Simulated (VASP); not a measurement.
# NbAl2 in VASP: notebook

NbAl2 is run at these levels: PBE; tasks: single point, relaxation of cell and atoms.

Program: VASP 6.6.1. These are calculated values, not measurements. Logs are shortened: lines on timing, memory, paths and dates and some standing lists are left out, and cuts for length are marked.

### Step 1. The cell of the first run

The typed cell holds 6 atoms: a = 5.534 Å, b = 5.534 Å, c = 5.534 Å, α = 104.93°, β = 104.93°, γ = 118.98°.

### Step 2. Single point, PBE

INCAR reads:

```
SYSTEM = NbAl2
ALGO = Fast
EDIFF = 1E-6
ENCUT = 520
GGA = PE
ISIF = 2
ISMEAR = 0
LASPH = .TRUE.
LCHARG = .TRUE.
LELF = .TRUE.
LREAL = .FALSE.
LVHAR = .TRUE.
LWAVE = .FALSE.
NBANDS = 28
NELM = 80
PREC = Accurate
SIGMA = 0.1
```

KPOINTS reads:

```
k-points
0
G
  4 4 4
  0 0 0
```

POSCAR reads:

```
NbAl2
1.0
   -3.3716388199      3.3716388199      2.8095637199
    3.3716388199     -3.3716388199      2.8095637199
    3.3716388199      3.3716388199     -2.8095637199
Al Nb
4 2
Direct
    0.7500225898      0.2500225898      1.0000451796
    0.2500225898      0.2499774102      0.5000000000
    0.2499774102      0.7499774102     -0.0000451796
    0.7499774102      0.7500225898      0.5000000000
    0.2500000000      0.2500000000      0.0000000000
    0.7500000000      0.7500000000      0.0000000000
```

Potentials or basis: VASP PAW PBE potentials, release 64 (Al, Nb_sv).

On the command line:

```bash
cat potpaw_PBE.64/Al/POTCAR potpaw_PBE.64/Nb_sv/POTCAR > POTCAR
mpirun -np 1 vasp_std > vasp.out
```

OUTCAR:

```text
SYSTEM = NbAl2
   EDIFF = 1E-6
   ENCUT = 520
   GGA = PE
   ISIF = 2
   ISMEAR = 0
   LASPH = .TRUE.
   LREAL = .FALSE.
   NELM = 80
   PREC = Accurate

 ion  position               nearest neighbor table
   1  0.750  0.250  0.000-   6 2.77   5 2.77   5 2.77   6 2.77   3 2.81   3 2.81
   2  0.250  0.250  0.500-   6 2.77   5 2.77   5 2.77   6 2.77   4 2.81   4 2.81
   3  0.250  0.750  1.000-   6 2.77   5 2.77   5 2.77   6 2.77   1 2.81   1 2.81
   4  0.750  0.750  0.500-   5 2.77   6 2.77   6 2.77   5 2.77   2 2.81   2 2.81
   5  0.250  0.250  0.000-   1 2.77   3 2.77   2 2.77   2 2.77   4 2.77   4 2.77   3 2.77   1 2.77
                             6 2.81   6 2.81
   6  0.750  0.750  0.000-   1 2.77   3 2.77   4 2.77   4 2.77   2 2.77   2 2.77   1 2.77   3 2.77
                             5 2.81   5 2.81

  LATTYP: Found a body centered tetragonal cell.
 ALAT       =     6.7432776398
 C/A-ratio  =     0.8332932055

  Lattice vectors:

 A1 = (  -3.3716388199,   3.3716388199,   2.8095637199)
 A2 = (   3.3716388199,  -3.3716388199,   2.8095637199)
 A3 = (   3.3716388199,   3.3716388199,  -2.8095637199)

Analysis of symmetry for initial positions (statically):
=====================================================================
 Subroutine PRICEL returns:
 Original cell was already a primitive cell.

 Routine SETGRP: Setting up the symmetry group for a
 body centered tetragonal supercell.

 Subroutine GETGRP returns: Found 16 space group operations
 (whereof  8 operations were pure point group operations)
 out of a pool of 16 trial point group operations.

The static configuration has the point symmetry C_4h.
 The point group associated with its full space group is D_4h.

Analysis of symmetry for dynamics (positions and initial velocities):
=====================================================================
 Subroutine PRICEL returns:
 Original cell was already a primitive cell.

 Routine SETGRP: Setting up the symmetry group for a
 body centered tetragonal supercell.

 Subroutine GETGRP returns: Found 16 space group operations
 (whereof  8 operations were pure point group operations)
 out of a pool of 16 trial point group operations.

The dynamic configuration has the point symmetry C_4h.
 The point group associated with its full space group is D_4h.

 Subroutine INISYM returns: Found 16 space group operations
 (whereof  8 operations are pure point group operations),
 and found     1 'primitive' translations

----------------------------------------------------------------------------------------

                                     Primitive cell

  volume of cell :     127.7559

  direct lattice vectors                    reciprocal lattice vectors
    -3.371638820  3.371638820  2.809563720     0.000000000  0.148295837  0.177963574
     3.371638820 -3.371638820  2.809563720     0.148295837  0.000000000  0.177963574
     3.371638820  3.371638820 -2.809563720     0.148295837  0.148295837  0.000000000

  length of vectors
     5.534396531  5.534396531  5.534396531     0.231652086  0.231652086  0.209721984

  position of ions in fractional coordinates (direct lattice)
     0.750022590  0.250022590  0.000045180
     0.250022590  0.249977410  0.500000000
     0.249977410  0.749977410  0.999954820
     0.749977410  0.750022590  0.500000000
     0.250000000  0.250000000  0.000000000
     0.750000000  0.750000000  0.000000000

  ion indices of the primitive-cell ions
   primitive index   ion index
                 1           1
                 2           2
                 3           3
                 4           4
                 5           5
                 6           6

----------------------------------------------------------------------------------------

 KPOINTS: k-points

Automatic generation of k-mesh.
 Grid dimensions read from file:
 generate k-points for:    4    4    4

 Generating k-lattice:

  Cartesian coordinates                     Fractional coordinates (reciprocal lattice)
     0.000000000  0.037073959  0.044490893     0.250000000  0.000000000  0.000000000
     0.037073959  0.000000000  0.044490893     0.000000000  0.250000000  0.000000000
     0.037073959  0.037073959  0.000000000     0.000000000  0.000000000  0.250000000

  Length of vectors
     0.057913021  0.057913021  0.052430496

  Shift w.r.t. Gamma in fractional coordinates (k-lattice)
     0.000000000  0.000000000  0.000000000

 Subroutine IBZKPT returns following result:
 ===========================================

 Found     13 irreducible k-points:

 Following reciprocal coordinates:
            Coordinates               Weight
  0.000000  0.000000  0.000000      1.000000
  0.250000  0.000000  0.000000      8.000000
  0.500000  0.000000  0.000000      4.000000
  0.250000  0.250000  0.000000      8.000000
  0.500000  0.250000  0.000000     16.000000
 -0.250000  0.250000  0.000000      4.000000
  0.500000  0.500000  0.000000      2.000000
  0.250000  0.250000  0.250000      2.000000
 -0.250000  0.250000  0.250000      4.000000
  0.500000  0.500000  0.250000      4.000000
 -0.250000  0.500000  0.250000      8.000000
 -0.250000 -0.250000  0.250000      2.000000
  0.500000  0.500000  0.500000      1.000000
   k-points           NKPTS =     13   k-points in BZ     NKDIM =     13   number of bands    NBANDS=     28
   number of dos      NEDOS =    301   number of ions     NIONS =      6
   total plane-waves  NPLWV =  74088
   dimension x,y,z NGX =    42 NGY =   42 NGZ =   42
   dimension x,y,z NGXF=    84 NGYF=   84 NGZF=   84
   ions per type =               4   2
   NGX,Y,Z   is equivalent  to a cutoff of  12.62, 12.62, 12.62 a.u.
   NGXF,Y,Z  is equivalent  to a cutoff of  25.23, 25.23, 25.23 a.u.
 SYSTEM =  NbAl2
   PREC   = accura    normal or accurate (medium, high low for compatibility)
   ISTART =      0    job   : 0-new  1-cont  2-samecut
   ICHARG =      2    charge: 1-file 2-atom 10-const
   ISPIN  =      1    spin polarized calculation?
   LNONCOLLINEAR =      F non collinear calculations
   LSORBIT =      F    spin-orbit coupling
   LASPH  =      T    aspherical Exc in radial PAW
   ENCUT  =  520.0 eV  38.22 Ry    6.18 a.u.  10.29 10.29 10.29*2*pi/ulx,y,z
   NELM   =     80;   NELMIN=  2; NELMDL= -5     # of ELM steps
   EDIFF  = 0.1E-05   stopping-criterion for ELM
   LREAL  =      F    real-space projection
   EDIFFG = 0.1E-04   stopping-criterion for IOM
   NSW    =      0    number of steps for IOM
   IBRION =     -1    ionic relax: 0-MD 1-quasi-New 2-CG
   NFREE  =      0    steps in history (QN), initial steepest desc. (CG)
   ISIF   =      2    stress and relaxation
   ISYM   =      2    0-nonsym 1-usesym 2-fastsym
   POTIM  = 0.5000    time-step for ionic-motion
   TEBEG  =    0.0;   TEEND  =   0.0 temperature during run
   PSTRESS=    0.0 pullay stress
   NELECT =      38.0000    total number of electrons
   NUPDOWN=      -1.0000    fix difference up-down
   EMIN   =  10.00;   EMAX   =-10.00  energy-range for DOS
   EFERMI =   0.00;   METHOD = LEGACY
   ISMEAR =     0;   SIGMA  =   0.10  broadening in eV -4-tet -1-fermi 0-gaus
   EFERMI_NEDOS =   21; number of points for ismear=-14 and -15
   IALGO  =     68    algorithm
   IMIX   =      4    mixing-type and parameters
     AMIX     =   0.40;   BMIX     =  1.00
     AMIX_MAG =   1.60;   BMIX_MAG =  1.00
  volume/ion in A,a.u.               =      21.29       143.69
  Fermi-wavevector in a.u.,A,eV,Ry     =   1.092804  2.065101 16.248365  1.194221
  Thomas-Fermi vector in A             =   2.229077
   LORBIT       =      0    0 simple, 1 ext, 2 COOP (PROOUT), +10 PAW based schemes
   GGA     = PE    functional components
   LHFCALC =     F    Hartree Fock is set to
   AEXX    =    0.0000 exact exchange contribution
   IVDW    =     0    specifies the selected vdW correction
   LEPSILON=     F    determine dielectric tensor
   LRPA    =     F    only Hartree local field effects (RPA)
 non-spin polarized calculation
 RMM-DIIS sequential band-by-band and
 Gauss-broadening in eV      SIGMA  =   0.10
  energy-cutoff  :      520.00
  volume of cell :      127.76
 maximum number of plane-waves:      3466
 NGX is ok and might be reduce to    42
   NGX = 21   NGY = 21   NGZ = 21

 number of electron      37.9999996 magnetization

 Free energy of the ion-electron system (eV)
  ---------------------------------------------------
  ext. energy  EPLUGINS =         0.00000000
  ---------------------------------------------------
  free energy    TOTEN  =       -35.28460497 eV

  energy without entropy =      -35.26989209  energy(sigma->0) =      -35.27724853

 E-fermi :   6.1230     XC(G=0):  -9.7844

 val. band max:        6.0790017090   @ k =   0.2500   0.0000   0.0000
 cond. band min:       6.1724566578   @ k =  -0.2500   0.2500   0.0000
 fundamental gap:      0.0934549488
 Fermi energy:         6.1230467469

 k-point     1 :       0.0000    0.0000    0.0000
  band No.  band energies     occupation
      1     -48.1712      2.00000
      2     -48.0440      2.00000
      3     -24.6660      2.00000
      4     -24.3375      2.00000
      5     -24.3375      2.00000
      6     -24.2055      2.00000
[... 20 lines left out ...]
     27      10.4107      0.00000
     28      10.4571      0.00000

 k-point     2 :       0.2500    0.0000    0.0000
  band No.  band energies     occupation
      1     -48.1528      2.00000
      2     -48.0628      2.00000
      3     -24.5187      2.00000
      4     -24.3190      2.00000
      5     -24.3190      2.00000
      6     -24.2257      2.00000
[... 20 lines left out ...]
     27      10.1707      0.00000
     28      10.7587      0.00000

 k-point     3 :       0.5000    0.0000    0.0000
  band No.  band energies     occupation
      1     -48.1080      2.00000
      2     -48.1080      2.00000
      3     -24.2732      2.00000
      4     -24.2732      2.00000
      5     -24.2732      2.00000
      6     -24.2732      2.00000
[... 275 lines left out ...]
      3     -24.2760      2.00000
      4     -24.2760      2.00000
      5     -24.2704      2.00000
      6     -24.2704      2.00000
[... 20 lines left out ...]
     27      10.3907      0.00000
     28      11.5641      0.00000

 k-point    13 :       0.5000    0.5000    0.5000
  band No.  band energies     occupation
      1     -48.1709      2.00000
      2     -48.0441      2.00000
      3     -24.6689      2.00000
      4     -24.3454      2.00000
      5     -24.3454      2.00000
      6     -24.2022      2.00000
[... 20 lines left out ...]
     27      11.6928      0.00000
     28      11.7018      0.00000

------------------------ aborting loop because EDIFF is reached ----------------------------------------

  FORCE on cell =-STRESS in cart. coord.  units (eV):
  Direction    XX          YY          ZZ          XY          YZ          ZX
  --------------------------------------------------------------------------------------
  -------------------------------------------------------------------------------------
  Total        0.2134078      0.2134078      0.1440515      0.0000000      0.0000000      0.0000000
  in kB        2.6763320      2.6763320      1.8065394      0.0000000      0.0000000      0.0000000
  external PRESSURE =       2.3864011 kB  Pullay stress =       0.0000000 kB

 VOLUME and BASIS-vectors are now :
 -----------------------------------------------------------------------------
  energy-cutoff  :      520.00
  volume of cell :      127.76
      direct lattice vectors                 reciprocal lattice vectors
    -3.371638820  3.371638820  2.809563720     0.000000000  0.148295837  0.177963574
     3.371638820 -3.371638820  2.809563720     0.148295837  0.000000000  0.177963574
     3.371638820  3.371638820 -2.809563720     0.148295837  0.148295837  0.000000000

 POSITION                                       TOTAL-FORCE (eV/Angst)
 -----------------------------------------------------------------------------------
     -1.68567      1.68597      2.80956        -0.000124     -0.000124      0.000000
      1.68567      1.68597      0.00000         0.000124     -0.000124     -0.000000
      5.05731      1.68567      0.00000         0.000124      0.000124     -0.000000
      1.68597      1.68567      2.80956        -0.000124      0.000124      0.000000
      0.00000      0.00000      1.40478        -0.000000     -0.000000      0.000000
      0.00000      0.00000      4.21435        -0.000000     -0.000000      0.000000
 -----------------------------------------------------------------------------------
    total drift:                               -0.000000      0.000000     -0.000000

  FREE ENERGIE OF THE ION-ELECTRON SYSTEM (eV)
  ---------------------------------------------------
  free  energy   TOTEN  =       -35.2846049724 eV

  energy  without entropy=      -35.2698920928  energy(sigma->0) =      -35.27724853
```

Wall time 3.6 min (1 thread of Intel Xeon 8259CL, shared host); peak memory 0.27 GiB.

What came out:

```
Free energy            : -35.2846 eV
Pressure               : 0.2 GPa
Band gap on the k mesh : zero (bands 19 and 20 overlap by 0.54 eV)
```

Stress tensor (GPa, compression positive):
```
0.27 0.00 0.00
0.00 0.27 0.00
0.00 0.00 0.18
```

Levels at points of the mesh, in eV from the Fermi level:
| k point | band 16 | band 17 | band 18 | band 19 | band 20 | band 21 | band 22 | band 23 |
| --- | --- | --- | --- | --- | --- | --- | --- | --- |
| (0.00, 0.00, 0.00) | -0.93 | -0.93 | -0.25 | 0.10 | 0.36 | 0.62 | 0.70 | 1.03 |
| (0.50, 0.00, 0.00) | -1.13 | -0.87 | -0.87 | -0.13 | -0.13 | 1.88 | 1.88 | 2.03 |
| (0.50, 0.50, 0.00) | -1.57 | -1.29 | -0.84 | 0.24 | 0.62 | 0.90 | 1.09 | 2.82 |
| (0.50, 0.50, 0.50) | -2.56 | -2.02 | -0.88 | -0.73 | 1.39 | 1.75 | 2.85 | 2.85 |

Caveat: the k points lie up to 0.36 Å⁻¹ apart, too coarse for converged energies and pressures of a metal.

(Continued in part 2 of 2.)
